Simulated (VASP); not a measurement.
BeZn2Se3:

```xyz
6
Lattice="3.8529 0.0000 0.0000 -1.9265 3.3367 0.0000 0.0000 0.0000 9.4376" Properties=species:S:1:pos:R:3 pbc="T T T"
Be    1.9265    1.1122    3.1459
Zn    0.0000    0.0000    0.0000
Zn    0.0000    2.2245    6.2918
Se    0.0000    2.2245    8.6512
Se    1.9265    1.1122    5.5053
Se    0.0000    0.0000    2.3594
```

| Item | Value |
| --- | --- |
| Program | VASP 6.6.1 |
| Task | relaxation of cell and atoms |
| Functional | PBE |
| Potentials or basis | VASP PAW PBE potentials, release 64 (Be, Zn, Se) |
| Cutoff | 600 eV |
| k mesh | 6 × 6 × 2 |
| Occupations | gaussian, width 0.1 eV |
| Spin | no spin polarisation |

At the start: pressure 5.5 GPa; volume 20.22 Å³/atom.

Question: How do energy, volume and symmetry change on relaxing?

Answer: Over 8 steps the energy falls by 63.1 meV/atom and the volume is 21.49 Å³/atom (+6.3 %); space group P3m1 (No. 156, to 0.1 Å) before and after.

Step by step:
```
step  energy change (eV)  largest force (eV/Å)  pressure (GPa)  volume (Å³)
   1              0.0000                1.5758            5.53       121.33
   2             -0.2753                0.6094           -1.83       134.01
   3             -0.2793                0.7075           -1.15       132.49
   4             -0.3335                0.3903           -0.58       130.90
   5             -0.3604                0.3966            0.30       128.85
   6             -0.3749                0.2149            0.01       129.22
   7             -0.3783                0.0748           -0.16       129.50
   8             -0.3789                0.0177            0.13       128.94
```

Final structure:
```xyz
6
Lattice="3.9297 0.0000 0.0000 -1.9648 3.4032 0.0000 0.0000 0.0000 9.6416" Properties=species:S:1:pos:R:3 pbc="T T T"
Be    1.9648    1.1344    3.2252
Zn    0.0000    0.0000    0.0941
Zn    0.0000    2.2688    6.3568
Se    0.0000    2.2688    8.8202
Se    1.9648    1.1344    5.4521
Se    0.0000    0.0000    2.5660
```
